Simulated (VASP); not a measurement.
The system is B.

```
B
1.0
     3.57895    0.00000    0.00000
    -1.78947    3.09946    0.00000
     0.00000    0.00000    2.19405
B
3
Direct
  0.00000 0.00000 0.00000
  0.33333 0.66667 0.50000
  0.66667 0.33333 0.50000
```

This isn't the form of B at room conditions, which is rhombohedral.

* Program: VASP 6.6.1
* Task: relaxation of cell and atoms
* Functional: PBE
* Potentials or basis: VASP PAW PBE potentials, release 64 (B)
* Cutoff: 600 eV
* k mesh: 6 × 6 × 8
* Occupations: gaussian, width 0.1 eV
* Spin: no spin polarisation

At the start: pressure -34.9 GPa; volume 8.11 Å³/atom.

Problem. Where does the relaxation end?

Solution. Over 5 steps the energy falls by 288.8 meV/atom and the volume is 6.13 Å³/atom (-24.5 %); space group P6/mmm (No. 191, to 0.1 Å) before and after.

Step by step:
| step | energy change (eV) | largest force (eV/Å) | pressure (GPa) | volume (Å³) |
| --- | --- | --- | --- | --- |
| 1 | 0.0000 | 0.0000 | -34.86 | 24.34 |
| 2 | -0.8628 | 0.0000 | -3.69 | 18.64 |
| 3 | -0.8662 | 0.0000 | -0.18 | 18.36 |
| 4 | -0.8658 | 0.0000 | 1.28 | 18.25 |
| 5 | -0.8664 | 0.0000 | -0.45 | 18.38 |

Final structure:
```cif
data_structure
_symmetry_space_group_name_H-M 'P 1'
_symmetry_Int_Tables_number 1
_cell_length_a 3.2654
_cell_length_b 3.2654
_cell_length_c 1.9907
_cell_angle_alpha 90.000
_cell_angle_beta 90.000
_cell_angle_gamma 120.000
_cell_volume 18.38
loop_
_atom_site_label
_atom_site_type_symbol
_atom_site_fract_x
_atom_site_fract_y
_atom_site_fract_z
_atom_site_occupancy
B1 B 0.00000 0.00000 0.00000 1
B2 B 0.33333 0.66667 0.50000 1
B3 B 0.66667 0.33333 0.50000 1
```

Caveat: the volume moved by over 15 % at a fixed basis, so the end points are rough.
